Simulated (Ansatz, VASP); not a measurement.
**Si16Ge in VASP and in Ansatz**

```xyz
17
Lattice="0.0000 5.4300 5.4300 5.4300 0.0000 5.4300 5.4300 5.4300 0.0000" Properties=species:S:1:pos:R:3 pbc="T T T"
Si   -0.2768    0.2754    0.2767
Si    1.3898    1.4402    1.4426
Si    2.7942    2.6335    0.0153
Si    3.9876    4.0385    1.4422
Si    2.7939    0.0130    2.6359
Si    3.9872    1.4403    4.0401
Si    5.4145    2.6335    2.6357
Si    7.0234    3.8341    3.8365
Si    0.1452    2.8388    2.8467
Si    1.0961    4.3296    4.3335
Si    2.5849    5.2811    2.8445
Si    4.1817    6.6695    4.1876
Si    2.5828    2.8387    5.2846
Si    4.1838    4.1844    6.6757
Si    5.6552    5.2000    5.2045
Si    6.6721    6.6696    6.6779
Ge    8.8936    7.3948    7.3963
```

Alike in both runs: functional PBE; k mesh 2 × 2 × 2; occupations fermi-dirac, width 0.05 eV; no spin polarisation.

Ansatz relaxed the structure, and its values are those at the end. VASP's run is a single point on that final structure, the one shown.

```csv
,VASP,Ansatz
version,VASP 6.6.1,Ansatz 0.2.0
potentials or method,"VASP PAW PBE potentials, release 64 (Si, Ge_d), cutoff 520 eV","scalar-relativistic, plane waves, PAW"
valence electrons in the cell,78,78
```

```tsv
	VASP	Ansatz	Ansatz less VASP
rms of the force components (eV/Å)	0.010	0.010	+0.0001
```

The k mesh is coarse, so the values compare programs but aren't converged.
